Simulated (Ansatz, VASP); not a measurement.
One calculation of Bi2H3, two programs

Contents of INCAR:

```
SYSTEM = Bi2H3
PREC = Accurate
ENCUT = 520
EDIFF = 1E-6
ISMEAR = 0
SIGMA = 0.1
LREAL = .FALSE.
LASPH = .TRUE.
NELM = 100
ALGO = Normal
ISIF = 2
LWAVE = .FALSE.
LCHARG = .TRUE.
GGA = PE
LELF = .TRUE.
LVHAR = .TRUE.
NBANDS = 24
```

The input KPOINTS:

```
Automatic mesh
0
G
  6 6 4
  0 0 0
```

Contents of POSCAR:

```
Bi2H3
1.0
    4.4255534500      0.0000000000      0.0000000000
   -2.2127767200      3.8326417100      0.0000000000
    0.0000000000      0.0000000000      4.5999313800
Bi H
2 3
Direct
    0.3333333300      0.6666666700      0.0000000000
    0.6666666700      0.3333333300      0.0000000000
    0.3333333300      0.6666666700      0.5000000000
    0.6666666700      0.3333333300      0.5000000000
    0.0000000000      0.0000000000      0.5000000000
```

Input for Ansatz:

```yaml
crystal:
  lattice:
    - [4.42555345, 0.0, 0.0]
    - [-2.21277672, 3.83264171, 0.0]
    - [0.0, 0.0, 4.59993138]
  atoms:
    - { symbol: Bi, position: [0.33333333, 0.66666667, 0.0] }
    - { symbol: Bi, position: [0.66666667, 0.33333333, 0.0] }
    - { symbol: H, position: [0.33333333, 0.66666667, 0.5] }
    - { symbol: H, position: [0.66666667, 0.33333333, 0.5] }
    - { symbol: H, position: [0.0, 0.0, 0.5] }
basis:
  ecutwfc: 420
kpoints:
  mp_grid: { grid: [6, 6, 4] }
hamiltonian:
  xc: pbe
scf:
  occupations: { method: gaussian, width: 0.1 }
  lower_state_search: "off"
output:
  forces: true
  stress: true
  eigenvalues: true
```

Alike in both runs: task single point; functional PBE; k mesh 6 × 6 × 4; occupations gaussian, width 0.1 eV; no spin polarisation.

|  | VASP | Ansatz |
| --- | --- | --- |
| version | VASP 6.6.1 | Ansatz 0.2.0 |
| potentials or method | VASP PAW PBE potentials, release 64 (Bi_d, H), cutoff 520 eV | scalar-relativistic, plane waves, PAW |
| valence electrons in the cell | 33 | 33 |

VASP gave:

| Property | Result |
| --- | --- |
| gap on the k mesh at the Fermi level (eV) | none |
| pressure (GPa) | 25.4 |
| traceless stress, the component that is largest in VASP (GPa) | -44.73 |

Task: Which values does Ansatz return?

Result: gap on the k mesh at the Fermi level (eV): none; pressure (GPa): 25.5; traceless stress, the component that is largest in VASP (GPa): -44.87.

A gap of «none» marks a metal or a gap that the smearing closes.

Neither program's run includes spin-orbit coupling.
